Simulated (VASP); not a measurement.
Rh: single point with LDA

The system is Rh.

```xyz
1
Lattice="0.0000 1.7986 1.7986 1.7986 0.0000 1.7986 1.7986 1.7986 0.0000" Properties=species:S:1:pos:R:3 pbc="T T T"
Rh    0.0000    0.0000    0.0000
```

```json
{"Program": "VASP 6.6.1", "Task": "single point", "Functional": "LDA", "Potentials or basis": "VASP PAW LDA potentials, release 64 (Rh_pv)", "Cutoff": "500 eV", "k mesh": "17 × 17 × 17", "Occupations": "fermi-dirac, width 0.05 eV", "Spin": "no spin polarisation"}
```

| Quantity | Value |
| --- | --- |
| Pressure | 57.5 GPa |
| Band gap on the k mesh | zero (an odd number of electrons rules out a gap without spin polarisation) |

Levels at points of the mesh, in eV from the Fermi level:
```
           k point  band 5  band 6  band 7  band 8  band 9  band 10
(0.00, 0.00, 0.00)   -4.03   -4.03   -4.03   -1.27   -1.27    15.63
```

Run time: 28 s on 1 thread of Intel Xeon 8259CL, with other jobs on the host, peak memory 0.13 GiB.

Caveat: the cell stands under pressure.
